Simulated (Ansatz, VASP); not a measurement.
Ca2ScAuC6N6 in VASP and in Ansatz

Contents of INCAR:

```
SYSTEM = Ca2ScAuC6N6
PREC     = Accurate       ! precision mode
ENCUT    = 520            ! plane-wave cutoff, eV
EDIFF    = 1E-6           ! SCF threshold, eV
ISMEAR   = 0              ! smearing method
SIGMA    = 0.1            ! smearing width, eV
LREAL    = Auto         
LASPH    = .TRUE.         ! aspherical terms in the spheres
NELM     = 150            ! most SCF steps
ALGO     = Normal         ! electronic algorithm
ISIF     = 2              ! what is computed and relaxed
LWAVE    = .FALSE.        ! write WAVECAR
LCHARG   = .FALSE.        ! write CHGCAR
ISPIN    = 2              ! spin polarisation
MAGMOM   = 0 0 0 0 0 0 0 0 0 1 0 0 0 0 0 0 ! initial moments
LORBIT   = 11             ! projections on sites
LMAXMIX  = 4              ! l up to which the mixer works
GGA      = PE             ! functional
NBANDS   = 66             ! bands
```

File KPOINTS:

```
regular mesh
0
G
  4 4 4
  0 0 0
```

POSCAR

```
Ca2ScAuC6N6
1.0
    0.0000000000      5.2070000000      5.2070000000
    5.2070000000      0.0000000000      5.2070000000
    5.2070000000      5.2070000000      0.0000000000
Ca Sc C Au N
2 1 6 1 6
Direct
    0.2500000000      0.2500000000      0.2500000000
    0.7500000000      0.7500000000      0.7500000000
    0.5000000000      0.5000000000      0.5000000000
    0.8159208800      0.1840791200      0.1840791200
    0.1840791200      0.8159208800      0.1840791200
    0.1840791200      0.1840791200      0.8159208800
    0.1840791200      0.8159208800      0.8159208800
    0.8159208800      0.1840791200      0.8159208800
    0.8159208800      0.8159208800      0.1840791200
    0.0000000000      0.0000000000      0.0000000000
    0.7035721100      0.2964278900      0.2964278900
    0.2964278900      0.7035721100      0.2964278900
    0.2964278900      0.2964278900      0.7035721100
    0.2964278900      0.7035721100      0.7035721100
    0.7035721100      0.2964278900      0.7035721100
    0.7035721100      0.7035721100      0.2964278900
```

Input for Ansatz:

```yaml
crystal:
  lattice:
    - [0.0, 5.207, 5.207]
    - [5.207, 0.0, 5.207]
    - [5.207, 5.207, 0.0]
  atoms:
    - { symbol: Ca, position: [0.25, 0.25, 0.25] }
    - { symbol: Ca, position: [0.75, 0.75, 0.75] }
    - { symbol: Sc, position: [0.5, 0.5, 0.5] }
    - { symbol: C, position: [0.81592088, 0.18407912, 0.18407912] }
    - { symbol: C, position: [0.18407912, 0.81592088, 0.18407912] }
    - { symbol: C, position: [0.18407912, 0.18407912, 0.81592088] }
    - { symbol: C, position: [0.18407912, 0.81592088, 0.81592088] }
    - { symbol: C, position: [0.81592088, 0.18407912, 0.81592088] }
    - { symbol: C, position: [0.81592088, 0.81592088, 0.18407912] }
    - { symbol: Au, position: [0.0, 0.0, 0.0], spin: 1.0 }
    - { symbol: "N", position: [0.70357211, 0.29642789, 0.29642789] }
    - { symbol: "N", position: [0.29642789, 0.70357211, 0.29642789] }
    - { symbol: "N", position: [0.29642789, 0.29642789, 0.70357211] }
    - { symbol: "N", position: [0.29642789, 0.70357211, 0.70357211] }
    - { symbol: "N", position: [0.70357211, 0.29642789, 0.70357211] }
    - { symbol: "N", position: [0.70357211, 0.70357211, 0.29642789] }
basis:
  ecutwfc: 420
kpoints:
  mp_grid: { grid: [4, 4, 4] }
hamiltonian:
  xc: pbe
scf:
  occupations: { method: gaussian, width: 0.1 }
  lower_state_search: "off"
output:
  forces: true
  stress: true
  eigenvalues: true
  populations: true
magnetization:
  spin_polarized: true
```

Alike in both runs: task single point; functional PBE; k mesh 4 × 4 × 4; occupations gaussian, width 0.1 eV; collinear spin.

|  | VASP | Ansatz |
| --- | --- | --- |
| version | VASP 6.6.1 | Ansatz 0.2.0 |
| potentials or method | VASP PAW PBE potentials, release 64 (Ca_sv, Sc_sv, C, Au, N), cutoff 520 eV | scalar-relativistic, plane waves, PAW |
| valence electrons in the cell | 96 | 104 |

|  | VASP | Ansatz | Ansatz less VASP |
| --- | --- | --- | --- |
| gap on the k mesh at the Fermi level (eV) | none | none | - |
| pressure (GPa) | 14.5 | 15.4 | +0.84 |
| rms of the force components (eV/Å) | 0.952 | 1.167 | +0.2149 |
| net moment per atom (μB) | 0.00 | 0.24 | +0.244 |
| size of the moment on the site where the two differ most (μB) | 0.00 | 0.40 | +0.401 |

The net moments are unlike, so the other rows may belong to different states. Site moments also hang on the region over which each program counts them. Atom by atom the forces differ by 0.449 eV/Å (rms over components). A gap of «none» marks a metal or a gap that the smearing closes. VASP's potentials hold 96 valence electrons a cell and Ansatz's 104, so a difference there can come from the potentials and not from the codes.

Spin-orbit coupling is off throughout. Noted on VASP's run: the standard files for N, O and F lose accuracy on very short bonds.
